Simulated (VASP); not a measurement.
# Zn4HO4: single point with LDA

The system is Zn4HO4, a slab with vacuum.

```
O Zn H
1.0
     3.18733    0.00000    0.00000
    -1.59367    2.76031    0.00000
     0.00000    0.00000   23.68718
O Zn H
4 4 1
Direct
  0.33333 0.66667 0.16887
  0.66667 0.33333 0.27764
  0.33333 0.66667 0.39001
  0.66667 0.33333 0.49894
  0.66667 0.33333 0.19532
  0.33333 0.66667 0.30408
  0.66667 0.33333 0.41021
  0.33333 0.66667 0.51451
  0.33333 0.66667 0.58526
```

* Program: VASP 6.6.1
* Task: single point
* Functional: LDA
* Potentials or basis: VASP PAW LDA potentials, release 64 (O, Zn, H)
* Cutoff: 520 eV
* k mesh: 9 × 9 × 1
* Occupations: gaussian, width 0.05 eV
* Spin: collinear spin
* Starting moments: [0.0, 0.0, 0.0, 0.0, 0.0, 0.0, 0.0, 0.0, 1.0] μB
* Dipole correction: yes
* Further INCAR settings: ALGO = Normal; EDIFF = 1e-06; NBANDS = 50; NELMDL = -8

- Largest force: 1.909 eV/Å
- Net moment: 0.63 μB per cell
- Site moments: O -0.00, +0.00, +0.07 (each value once); Zn -0.00, +0.00, +0.01, +0.11; H +0.19 μB
- Valence electrons inside the program's atomic spheres: O 4.90, 5.00, 5.01 (each value once); Zn 10.89, 10.91, 10.97, 11.04; H 0.44

Forces in eV/Å, atoms in the order of the input:
```
O    0.000  0.000  1.378
O    0.000  0.000  1.096
O    0.000  0.000 -0.485
O    0.000  0.000 -1.702
Zn   0.000  0.000 -1.909
Zn   0.000  0.000 -0.438
Zn   0.000  0.000  0.694
Zn   0.000  0.000  1.359
H    0.000  0.000  0.008
```

Levels at points of the mesh, in eV from the Fermi level:
Spin up:
| k point | band 35 | band 36 | band 37 | band 38 | band 39 | band 40 |
| --- | --- | --- | --- | --- | --- | --- |
| (0.00, 0.00, 0.00) | -0.40 | 0.44 | 0.44 | 1.10 | 2.63 | 3.72 |
Spin down:
| k point | band 32 | band 33 | band 34 | band 35 | band 36 | band 37 | band 38 | band 39 | band 40 | band 41 |
| --- | --- | --- | --- | --- | --- | --- | --- | --- | --- | --- |
| (0.00, 0.00, 0.00) | -0.99 | -0.82 | -0.82 | -0.27 | 0.44 | 0.44 | 1.21 | 2.73 | 3.81 | 4.91 |

Wall time 16 min on 1 thread of Oxide Virtual Turin-like Processor (shared host), peak memory 0.36 GiB.

Caveat: a moment this small can come from the mesh or the smearing.
